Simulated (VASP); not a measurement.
# Al (Fm-3m) in VASP: notebook, part 2 of 2

VASP 6.6.1. The steps go on from the part before.

### 3 Relaxation of volume and atoms at fixed shape, PBEsol

This run uses another cell than the first one, of 16.60 Å³/atom, 1.026 times its volume.

Contents of INCAR:

```
SYSTEM = Al
PREC = Accurate ; ENCUT = 600
EDIFF = 1E-7 ; ISMEAR = 1
SIGMA = 0.05 ; LREAL = .False.
LASPH = .True. ; NELM = 100
ALGO = Normal ; ISIF = 8
LWAVE = .False. ; LCHARG = .False.
GGA = PS ; IBRION = 2
NSW = 80 ; EDIFFG = -0.03
```

Contents of KPOINTS:

```
regular mesh
0
Gamma
  18 18 18
  0 0 0
```

Contents of POSCAR:

```
Al
1.0
    0.0000000000      2.0248050000      2.0248050000
    2.0248050000      0.0000000000      2.0248050000
    2.0248050000      2.0248050000      0.0000000000
Al
1
Direct
    0.0000000000      0.0000000000      0.0000000000
```

Potentials or basis: VASP PAW PBE potentials, release 64 (Al).

Run with:

```
> cat potpaw_PBE.64/Al/POTCAR > POTCAR
> mpirun -np 1 vasp_std > vasp.out
```

OUTCAR:

```text
SYSTEM = Al
   PREC = Accurate
   ENCUT = 600
   EDIFF = 1E-7
   ISMEAR = 1
   LREAL = .False.
   LASPH = .True.
   NELM = 100
   ISIF = 8
   GGA = PS
   IBRION = 2
   NSW = 80
   EDIFFG = -0.03

 ion  position               nearest neighbor table
   1  0.000  0.000  0.000-

  LATTYP: Found a face centered cubic cell.
 ALAT       =     4.0496100000

  Lattice vectors:

 A1 = (   0.0000000000,   2.0248050000,   2.0248050000)
 A2 = (   2.0248050000,   0.0000000000,   2.0248050000)
 A3 = (   2.0248050000,   2.0248050000,   0.0000000000)

Analysis of symmetry for initial positions (statically):
=====================================================================
 Subroutine PRICEL returns:
 Original cell was already a primitive cell.

 Routine SETGRP: Setting up the symmetry group for a
 face centered cubic supercell.

 Subroutine GETGRP returns: Found 48 space group operations
 (whereof 48 operations were pure point group operations)
 out of a pool of 48 trial point group operations.

[... 197 lines left out ...]

 Free energy of the ion-electron system (eV)
  ---------------------------------------------------
  ext. energy  EPLUGINS =         0.00000000
  ---------------------------------------------------
  free energy    TOTEN  =        -4.08892204 eV

  energy without entropy =       -4.08863726  energy(sigma->0) =       -4.08882711

 E-fermi :   8.1590     XC(G=0): -10.3342

 val. band max:        8.1468828943   @ k =  -0.2778   0.2778   0.0556
 cond. band min:       8.1701379454   @ k =  -0.4444   0.3333   0.1111
 fundamental gap:      0.0232550510
 Fermi energy:         8.1590415563

 k-point     1 :       0.0000    0.0000    0.0000
  band No.  band energies     occupation
      1      -3.1051      2.00000
      2      20.8836      0.00000
      3      20.8836      0.00000
      4      20.8836      0.00000
      5      22.5361      0.00000
[... 177 lines left out ...]
 k-point    24 :      -0.2222    0.0556    0.0000
  band No.  band energies     occupation
      1      -1.4416      2.00000
      2      12.0532      0.00000
      3      17.5731      0.00000
      4      20.4546      0.00000
      5      22.2155      0.00000

 [... further k-points ...]
[... 5 lines left out ...]
  --------------------------------------------------------------------------------------
  -------------------------------------------------------------------------------------
  Total        0.0134642      0.0134642      0.0134642      0.0000000     -0.0000000      0.0000000
  in kB        1.3353233      1.3353233      1.3353233      0.0000000     -0.0000000      0.0000000
  external PRESSURE =       1.3353233 kB  Pullay stress =       0.0000000 kB

 VOLUME and BASIS-vectors are now :
 -----------------------------------------------------------------------------
  energy-cutoff  :      600.00
  volume of cell :       16.15
      direct lattice vectors                 reciprocal lattice vectors
     0.000000000  2.006433912  2.006433912    -0.249198340  0.249198340  0.249198340
     2.006433912  0.000000000  2.006433912     0.249198340 -0.249198340  0.249198340
     2.006433912  2.006433912  0.000000000     0.249198340  0.249198340 -0.249198340

 POSITION                                       TOTAL-FORCE (eV/Angst)
 -----------------------------------------------------------------------------------
      2.00643      4.01287      2.00643         0.000000      0.000000     -0.000000
 -----------------------------------------------------------------------------------
    total drift:                                0.000000      0.000000     -0.000000

  FREE ENERGIE OF THE ION-ELECTRON SYSTEM (eV)
  ---------------------------------------------------
  free  energy   TOTEN  =        -4.0889220379 eV

  energy  without entropy=       -4.0886372558  energy(sigma->0) =       -4.08882711

 reached required accuracy - stopping structural energy minimisation
```

OSZICAR:

```text
N       E                     dE             d eps       ncg     rms          rms(c)
DAV:   1    -0.157162496766E+01   -0.15716E+01   -0.97056E+02  1980   0.385E+02
DAV:   2    -0.408912933673E+01   -0.25175E+01   -0.22683E+01  2440   0.338E+01
DAV:   3    -0.411466571407E+01   -0.25536E-01   -0.25256E-01  2645   0.399E+00
DAV:   4    -0.411475312435E+01   -0.87410E-04   -0.87409E-04  2570   0.228E-01
DAV:   5    -0.411475369634E+01   -0.57199E-06   -0.57167E-06  2660   0.147E-02    0.138E+00
DAV:   6    -0.409786179728E+01    0.16892E-01   -0.22557E-03  2360   0.317E-01    0.784E-01
DAV:   7    -0.408651768518E+01    0.11344E-01   -0.61035E-03  2295   0.504E-01    0.163E-01
DAV:   8    -0.408650303401E+01    0.14651E-04   -0.31585E-05  2555   0.585E-02    0.720E-03
DAV:   9    -0.408650233823E+01    0.69579E-06   -0.48415E-07  2505   0.497E-03    0.153E-03
DAV:  10    -0.408650202535E+01    0.31287E-06   -0.50945E-09  1960   0.711E-04    0.119E-03
DAV:  11    -0.408650199864E+01    0.26713E-07   -0.33327E-10  1265   0.165E-04
   1 F= -.40865020E+01 E0= -.40863910E+01  d E =-.408650E+01
       N       E                     dE             d eps       ncg     rms          rms(c)
DAV:   1    -0.408925817182E+01   -0.27561E-02   -0.37208E-02  2445   0.124E+00    0.172E-01
DAV:   2    -0.408905939132E+01    0.19878E-03   -0.25130E-04  2115   0.136E-01    0.627E-02
DAV:   3    -0.408893100231E+01    0.12839E-03   -0.50320E-05  2465   0.432E-02    0.222E-02
DAV:   4    -0.408892196073E+01    0.90416E-05   -0.51079E-06  2495   0.136E-02    0.135E-02
DAV:   5    -0.408892203795E+01   -0.77217E-07   -0.42808E-08  1640   0.216E-03
   2 F= -.40889220E+01 E0= -.40888271E+01  d E =-.242004E-02
```

It took 21 s on 1 thread of AMD EPYC 7R43 (Zen 3), shared host; peak memory 0.11 GiB.

What came out:

```
Free energy                            : -4.0889 eV
Relaxed volume                         : 16.15 Å³/atom
Relaxed cell                           : a = 2.838 Å, b = 2.838 Å, c = 2.838 Å, α = 60.00°, β = 60.00°, γ = 60.00°
Space group after relaxing (to 0.05 Å) : Fm-3m (No. 225)
Energy gained by relaxing              : 2.4 meV/atom
Ionic steps                            : 2
Pressure after relaxing                : 0.1 GPa
```

The path:
```
step  energy change (eV)  largest force (eV/Å)  pressure (GPa)  volume (Å³)
   1              0.0000                0.0000           -1.81        16.60
   2             -0.0024                0.0000            0.13        16.15
```

Final structure:
```xyz
1
Lattice="0.0000 2.0064 2.0064 2.0064 0.0000 2.0064 2.0064 2.0064 0.0000" Properties=species:S:1:pos:R:3 pbc="T T T"
Al    2.0064    4.0129    2.0064
```

Caveat: the PAW data sets were made with another functional, which shifts forces and pressure a little.
